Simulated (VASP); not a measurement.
Crystal: Nb.

```
Nb
1.0
     0.00000    2.11500    2.11500
     2.11500    0.00000    2.11500
     2.11500    2.11500    0.00000
Nb
1
Direct
  0.00000 0.00000 0.00000
```

```yaml
Program: VASP 6.6.1
Task: relaxation of volume and atoms at fixed shape
Functional: PBEsol
Potentials_or_basis: VASP PAW PBE potentials, release 64 (Nb_sv)
Cutoff: 500 eV
k_mesh: 9 × 9 × 9
Occupations: methfessel-paxton, width 0.1 eV
Spin: no spin polarisation
```

At the start: pressure -5.9 GPa; volume 18.92 Å³/atom.

Question: Where does the relaxation end?

Answer: Over 3 steps the energy falls by 12.5 meV/atom and the volume is 18.27 Å³/atom (-3.4 %); space group Fm-3m (No. 225, to 0.05 Å).

The path:
| step | energy change (eV) | largest force (eV/Å) | pressure (GPa) | volume (Å³) |
| --- | --- | --- | --- | --- |
| 1 | 0.0000 | 0.0000 | -5.91 | 18.92 |
| 2 | 0.0324 | 0.0000 | 12.58 | 17.07 |
| 3 | -0.0125 | 0.0000 | -0.15 | 18.27 |

Final structure:
```
Nb
1.0
     0.00000    2.09061    2.09061
     2.09061    0.00000    2.09061
     2.09061    2.09061    0.00000
Nb
1
Direct
  0.00000 0.00000 0.00000
```

Caveat: the PAW data sets were made with another functional, which shifts forces and pressure a little.
